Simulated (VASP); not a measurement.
GaAs, 2 atoms in the cell. It takes space group I-4m2 (No. 119, tetragonal). Conventional cell: a = 4.007 Å, b = 4.007 Å, c = 5.922 Å, α = 90.00°, β = 90.00°, γ = 90.00°. Ga (site symmetry -4m2) has 4 As at 2.49 Å within 3.3 Å. Within 3.3 Å of As (site symmetry -4m2) lie 4 Ga at 2.49 Å.  This cell differs from its parent crystal: uniaxial x strain +4.5%.

| Quantity | Value |
| --- | --- |
| Program | VASP 6.6.1 |
| Task | single point |
| Functional | HSE06 |
| Potentials or basis | VASP PAW PBE potentials, release 64 (Ga_d, As) |
| Cutoff | 520 eV |
| k mesh | 6 × 6 × 6 |
| Occupations | fermi-dirac, width 0.02 eV |
| Spin | no spin polarisation |
| Dipole correction | no |
| Grid for exact exchange (PRECFOCK) | Normal |
| Further INCAR settings | ALGO = Normal; EDIFF = 1e-06; NBANDS = 16 |
| Screening parameter | 0.2079 1/Å |

Potentials or basis: VASP PAW PBE potentials, release 64 (Ga_d, As).

Run with:

```bash
$ cat potpaw_PBE.64/Ga_d/POTCAR potpaw_PBE.64/As/POTCAR > POTCAR
$ cp INCAR.step1 INCAR
$ mpirun -np 1 vasp_std > vasp.out
$ cp INCAR.step2 INCAR
$ mpirun -np 1 vasp_std > vasp.out
```

Hardware: 1 thread of Intel(R) Xeon(R) Platinum 8375C CPU @ 2.90GHz (Ice Lake), with other jobs on the host.

How long does it take, and how much memory?

Wall time 62 min on 1 thread of Intel(R) Xeon(R) Platinum 8375C CPU @ 2.90GHz (Ice Lake) (shared host), peak memory 0.31 GiB. Counts: k points 30.
